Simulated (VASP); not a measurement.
# Re (P6_3/mmc) in VASP: a series of runs, part 2 of 2

VASP 6.6.1. Earlier steps stand in the parts before.

### Step 4. Single point, LDA

Input file INCAR:

```
PREC     = Accurate       # precision mode
ENCUT    = 560            # plane-wave cutoff, eV
EDIFF    = 1E-6           # SCF threshold, eV
ISMEAR   = -1             # smearing method
SIGMA    = 0.1            # smearing width, eV
LREAL    = F              # projectors in reciprocal space
LASPH    = T              # aspherical terms in the spheres
NELM     = 120            # most SCF steps
ALGO     = Normal         # electronic algorithm
ISIF     = 2              # what is computed and relaxed
LWAVE    = F              # write WAVECAR
LCHARG   = F              # write CHGCAR
GGA      = CA             # functional
NBANDS   = 22             # bands
GGA_COMPAT= F
```

Input file KPOINTS:

```
regular mesh
0
Gamma
  14 14 8
```

Input file POSCAR:

```
Re
1.0
    2.7391880258      0.0000000000      0.0000000000
   -1.3695940129      2.3722064161      0.0000000000
    0.0000000000      0.0000000000      4.4118668232
Re
2
Direct
    0.3333333333      0.6666666667      0.2500000000
    0.6666666667      0.3333333333      0.7500000000
```

Potentials or basis: VASP PAW LDA potentials, release 64 (Re_sv_GW).

On the command line:

```console
$ cat potpaw_LDA.64/Re_sv_GW/POTCAR > POTCAR
$ mpirun -np 1 vasp_std > vasp.out
```

OUTCAR:

```text
PREC = Accurate
   ENCUT = 560
   EDIFF = 1E-6
   ISMEAR = -1
   LREAL = F
   LASPH = T
   NELM = 120
   ISIF = 2
   GGA = CA

 ion  position               nearest neighbor table
   1  0.333  0.667  0.250-   2 2.71   2 2.71   2 2.71   2 2.71   2 2.71   2 2.71
   2  0.667  0.333  0.750-   1 2.71   1 2.71   1 2.71   1 2.71   1 2.71   1 2.71

  LATTYP: Found a hexagonal cell.
 ALAT       =     2.7391880258
 C/A-ratio  =     1.6106476743

  Lattice vectors:

 A1 = (   2.7391880258,   0.0000000000,   0.0000000000)
 A2 = (  -1.3695940129,   2.3722064161,   0.0000000000)
 A3 = (   0.0000000000,   0.0000000000,   4.4118668232)

Analysis of symmetry for initial positions (statically):
=====================================================================
 Subroutine PRICEL returns:
 Original cell was already a primitive cell.

 Routine SETGRP: Setting up the symmetry group for a
 hexagonal supercell.

 Subroutine GETGRP returns: Found 24 space group operations
 (whereof 12 operations were pure point group operations)
 out of a pool of 24 trial point group operations.

The static configuration has the point symmetry D_3d.
 The point group associated with its full space group is D_6h.

Analysis of symmetry for dynamics (positions and initial velocities):
=====================================================================
 Subroutine PRICEL returns:
 Original cell was already a primitive cell.

 Routine SETGRP: Setting up the symmetry group for a
 hexagonal supercell.

 Subroutine GETGRP returns: Found 24 space group operations
 (whereof 12 operations were pure point group operations)
 out of a pool of 24 trial point group operations.

The dynamic configuration has the point symmetry D_3d.
 The point group associated with its full space group is D_6h.

 Subroutine INISYM returns: Found 24 space group operations
 (whereof 12 operations are pure point group operations),
[... 110 lines left out ...]
   EFERMI =   0.00;   METHOD = LEGACY
   ISMEAR =    -1;   SIGMA  =   0.10  broadening in eV -4-tet -1-fermi 0-gaus
   EFERMI_NEDOS =   21; number of points for ismear=-14 and -15
   IALGO  =     38    algorithm
   IMIX   =      4    mixing-type and parameters
     AMIX     =   0.40;   BMIX     =  1.00
     AMIX_MAG =   1.60;   BMIX_MAG =  1.00
  volume/ion in A,a.u.               =      14.33        96.73
  Fermi-wavevector in a.u.,A,eV,Ry     =   1.662071  3.140860 37.585841  2.762481
  Thomas-Fermi vector in A             =   2.749025
   LORBIT       =      0    0 simple, 1 ext, 2 COOP (PROOUT), +10 PAW based schemes
   GGA     = CA    functional components
   LHFCALC =     F    Hartree Fock is set to
   AEXX    =    0.0000 exact exchange contribution
   IVDW    =     0    specifies the selected vdW correction
   LEPSILON=     F    determine dielectric tensor
   LRPA    =     F    only Hartree local field effects (RPA)
 non-spin polarized calculation
  energy-cutoff  :      560.00
  volume of cell :       28.67
 maximum number of plane-waves:       876
 NGX is ok and might be reduce to    24
   NGX = 11   NGY = 11   NGZ = 17

 number of electron      30.0000002 magnetization

 Free energy of the ion-electron system (eV)
  ---------------------------------------------------
  ext. energy  EPLUGINS =         0.00000000
  ---------------------------------------------------
  free energy    TOTEN  =       -30.78429133 eV

  energy without entropy =      -30.73089305  energy(sigma->0) =      -30.75759219

 E-fermi :  13.2233     XC(G=0): -14.5771

 val. band max:       13.2092015231   @ k =   0.0714  -0.0000   0.0000
 cond. band min:      13.2331891960   @ k =   0.2857  -0.0000   0.5000
 fundamental gap:      0.0239876729
 Fermi energy:        13.2232998526

 k-point     1 :       0.0000    0.0000    0.0000
  band No.  band energies     occupation
      1     -66.1975      2.00000
      2     -66.0547      2.00000
      3     -28.9791      2.00000
      4     -27.8140      2.00000
      5     -27.8140      2.00000
      6     -27.6178      2.00000
[... 589 lines left out ...]
     21      21.9365      0.00000
     22      27.7384      0.00000

 [... further k-points ...]

------------------------ aborting loop because EDIFF is reached ----------------------------------------

  FORCE on cell =-STRESS in cart. coord.  units (eV):
  Direction    XX          YY          ZZ          XY          YZ          ZX
  --------------------------------------------------------------------------------------
  -------------------------------------------------------------------------------------
  Total       -0.0127492     -0.0127492      0.0915217     -0.0000000      0.0000000      0.0000000
  in kB       -0.7125196     -0.7125196      5.1149089     -0.0000000      0.0000000      0.0000000
  external PRESSURE =       1.2299566 kB  Pullay stress =       0.0000000 kB

 VOLUME and BASIS-vectors are now :
 -----------------------------------------------------------------------------
  energy-cutoff  :      560.00
  volume of cell :       28.67
      direct lattice vectors                 reciprocal lattice vectors
     2.739188026  0.000000000  0.000000000     0.365071689  0.210774238  0.000000000
    -1.369594013  2.372206416  0.000000000     0.000000000  0.421548476  0.000000000
     0.000000000  0.000000000  4.411866823     0.000000000  0.000000000  0.226661420

 POSITION                                       TOTAL-FORCE (eV/Angst)
 -----------------------------------------------------------------------------------
     -0.00000      1.58147      1.10297        -0.000000     -0.000000      0.000000
      1.36959      0.79074      3.30890         0.000000      0.000000      0.000000
 -----------------------------------------------------------------------------------
    total drift:                               -0.000000      0.000000     -0.000000

  FREE ENERGIE OF THE ION-ELECTRON SYSTEM (eV)
  ---------------------------------------------------
  free  energy   TOTEN  =       -30.7842913293 eV

  energy  without entropy=      -30.7308930460  energy(sigma->0) =      -30.75759219
```

OSZICAR:

```text
N       E                     dE             d eps       ncg     rms          rms(c)
DAV:   1     0.284919490591E+03    0.28492E+03   -0.21671E+04  5376   0.151E+03
DAV:   2    -0.201385810285E+02   -0.30506E+03   -0.29351E+03  6490   0.438E+02
DAV:   3    -0.328604848785E+02   -0.12722E+02   -0.12625E+02  6404   0.837E+01
DAV:   4    -0.329894294157E+02   -0.12894E+00   -0.12893E+00  5822   0.847E+00
DAV:   5    -0.329904664661E+02   -0.10371E-02   -0.10370E-02  6474   0.680E-01    0.155E+02
DAV:   6    -0.311045862497E+02    0.18859E+01   -0.27762E+00  5832   0.117E+01    0.923E+01
DAV:   7    -0.308690188617E+02    0.23557E+00   -0.21875E+00  6244   0.970E+00    0.872E+00
DAV:   8    -0.307840585756E+02    0.84960E-01   -0.31805E-01  5772   0.421E+00    0.140E+00
DAV:   9    -0.307843508159E+02   -0.29224E-03   -0.37179E-03  6240   0.519E-01    0.141E+00
DAV:  10    -0.307842910343E+02    0.59782E-04   -0.26421E-04  5906   0.127E-01    0.996E-02
DAV:  11    -0.307842913293E+02   -0.29497E-06   -0.34942E-06  6316   0.150E-02
   1 F= -.30784291E+02 E0= -.30757592E+02  d E =-.533983E-01
```

Wall time 35 s (1 thread of Intel Xeon Platinum 8488C (Sapphire Rapids), shared host); peak memory 0.19 GiB.

What came out:

- Free energy: -30.7843 eV
- Pressure: 0.1 GPa
- Band gap on the k mesh: zero (bands 15 and 16 overlap by 3.39 eV)

Caveat: spin-orbit coupling is left out, which moves the levels of the heavy elements.

### Step 5. Single point, LDA

Input file INCAR:

```
PREC = Accurate
ENCUT = 560
EDIFF = 1E-6
ISMEAR = -1
SIGMA = 1.0
LREAL = F
LASPH = T
NELM = 120
ALGO = Normal
ISIF = 2
LWAVE = F
LCHARG = T
GGA = CA
LELF = T
LVHAR = T
NBANDS = 22
GGA_COMPAT = F
```

Input file KPOINTS:

```
Automatic mesh
0
Gamma
  13 13 7
```

POSCAR is that of step 4.

Potentials or basis: VASP PAW LDA potentials, release 64 (Re_sv_GW).

On the command line:

```console
$ cat potpaw_LDA.64/Re_sv_GW/POTCAR > POTCAR
$ mpirun -np 1 vasp_std > vasp.out
```

OUTCAR:

```text
PREC = Accurate
   ENCUT = 560
   EDIFF = 1E-6
   ISMEAR = -1
   LREAL = F
   LASPH = T
   NELM = 120
   ISIF = 2
   GGA = CA

 ion  position               nearest neighbor table
   1  0.333  0.667  0.250-   2 2.71   2 2.71   2 2.71   2 2.71   2 2.71   2 2.71
   2  0.667  0.333  0.750-   1 2.71   1 2.71   1 2.71   1 2.71   1 2.71   1 2.71

  LATTYP: Found a hexagonal cell.
 ALAT       =     2.7391880258
 C/A-ratio  =     1.6106476743

  Lattice vectors:

 A1 = (   2.7391880258,   0.0000000000,   0.0000000000)
 A2 = (  -1.3695940129,   2.3722064161,   0.0000000000)
 A3 = (   0.0000000000,   0.0000000000,   4.4118668232)

Analysis of symmetry for initial positions (statically):
=====================================================================
 Subroutine PRICEL returns:
 Original cell was already a primitive cell.

 Routine SETGRP: Setting up the symmetry group for a
 hexagonal supercell.

 Subroutine GETGRP returns: Found 24 space group operations
 (whereof 12 operations were pure point group operations)
 out of a pool of 24 trial point group operations.

[... 160 lines left out ...]
  free energy    TOTEN  =       -33.55899197 eV

  energy without entropy =      -27.95483921  energy(sigma->0) =      -30.75691559

 E-fermi :  13.6802     XC(G=0): -14.5614

 val. band max:       13.6768295203   @ k =   0.0769  -0.0000   0.1429
 cond. band min:      13.6855346836   @ k =   0.2308   0.1538   0.4286
 fundamental gap:      0.0087051633
 Fermi energy:        13.6801603686

 k-point     1 :       0.0000    0.0000    0.0000
  band No.  band energies     occupation
      1     -65.9996      2.00000
      2     -65.8555      2.00000
      3     -28.8167      2.00000
      4     -27.6433      2.00000
      5     -27.6433      2.00000
      6     -27.4457      2.00000
[... 589 lines left out ...]
     21      24.6117      0.00004
     22      28.2552      0.00000

 [... further k-points ...]

------------------------ aborting loop because EDIFF is reached ----------------------------------------

  FORCE on cell =-STRESS in cart. coord.  units (eV):
  Direction    XX          YY          ZZ          XY          YZ          ZX
  --------------------------------------------------------------------------------------
  -------------------------------------------------------------------------------------
  Total        3.5455475      3.5455475      3.4179680      0.0000000     -0.0000000      0.0000000
  in kB      198.1514125    198.1514125    191.0213270      0.0000000     -0.0000000      0.0000000
  external PRESSURE =     195.7747173 kB  Pullay stress =       0.0000000 kB

 VOLUME and BASIS-vectors are now :
 -----------------------------------------------------------------------------
  energy-cutoff  :      560.00
  volume of cell :       28.67
      direct lattice vectors                 reciprocal lattice vectors
     2.739188026  0.000000000  0.000000000     0.365071689  0.210774238  0.000000000
    -1.369594013  2.372206416  0.000000000     0.000000000  0.421548476  0.000000000
     0.000000000  0.000000000  4.411866823     0.000000000  0.000000000  0.226661420

 POSITION                                       TOTAL-FORCE (eV/Angst)
 -----------------------------------------------------------------------------------
     -0.00000      1.58147      1.10297        -0.000000      0.000000      0.000000
      1.36959      0.79074      3.30890         0.000000      0.000000      0.000000
 -----------------------------------------------------------------------------------
    total drift:                               -0.000000      0.000000     -0.000000

  FREE ENERGIE OF THE ION-ELECTRON SYSTEM (eV)
  ---------------------------------------------------
  free  energy   TOTEN  =       -33.5589919676 eV

  energy  without entropy=      -27.9548392094  energy(sigma->0) =      -30.75691559
```

OSZICAR:

```text
N       E                     dE             d eps       ncg     rms          rms(c)
DAV:   1     0.282208922687E+03    0.28221E+03   -0.21792E+04  3768   0.152E+03
DAV:   2    -0.226196672648E+02   -0.30483E+03   -0.29233E+03  4562   0.436E+02
DAV:   3    -0.353551893608E+02   -0.12736E+02   -0.12621E+02  4524   0.833E+01
DAV:   4    -0.354849058002E+02   -0.12972E+00   -0.12970E+00  4060   0.843E+00
DAV:   5    -0.354859411711E+02   -0.10354E-02   -0.10354E-02  4596   0.678E-01    0.154E+02
DAV:   6    -0.338323453732E+02    0.16536E+01   -0.24500E+00  4110   0.109E+01    0.912E+01
DAV:   7    -0.336322257745E+02    0.20012E+00   -0.18555E+00  4386   0.890E+00    0.768E+00
DAV:   8    -0.335587556308E+02    0.73470E-01   -0.26227E-01  4014   0.383E+00    0.115E+00
DAV:   9    -0.335590209786E+02   -0.26535E-03   -0.35614E-03  4398   0.501E-01    0.128E+00
DAV:  10    -0.335589925945E+02    0.28384E-04   -0.18096E-04  4148   0.108E-01    0.960E-02
DAV:  11    -0.335589919676E+02    0.62692E-06   -0.29424E-06  4452   0.130E-02
   1 F= -.33558992E+02 E0= -.30756916E+02  d E =-.560415E+01
```

It took 31 s on 1 thread of Intel Xeon Platinum 8488C (Sapphire Rapids), shared host; peak memory 0.18 GiB.

What came out:

* Free energy: -33.5590 eV
* Pressure: 19.6 GPa
* Band gap on the k mesh: zero (bands 15 and 16 overlap by 3.00 eV)

Stress tensor (GPa, compression positive):
```
19.82  0.00  0.00
 0.00 19.82  0.00
 0.00  0.00 19.10
```

Caveat: the cell stands under pressure; so wide a smearing shifts energies and pressures; spin-orbit coupling is left out, which moves the levels of the heavy elements.

### Step 6. Summary

```csv
k mesh,smearing,gap on the mesh (eV),pressure (GPa)
13 × 13 × 7,methfessel-paxton 0.3 eV,none,-0.3
13 × 13 × 7,methfessel-paxton 1 eV,none,-0.3
14 × 14 × 8,fermi-dirac 0.1 eV,none,0.1
13 × 13 × 7,fermi-dirac 1 eV,none,19.6
```

Alike in all rows: task single point; level LDA; potentials or basis VASP PAW LDA potentials, release 64 (Re_sv_GW); no spin polarisation; cell as given; cutoff (eV) 560.

Caveats: spin-orbit coupling is left out, which moves the levels of the heavy elements; so wide a smearing shifts energies and pressures (at least some runs); the cell stands under pressure (at least some runs).

Total energies depend on the potentials used, so only differences within one code and one set of settings carry meaning.

The gap in the log of VASP goes by the Fermi energy; the results here count the filled bands.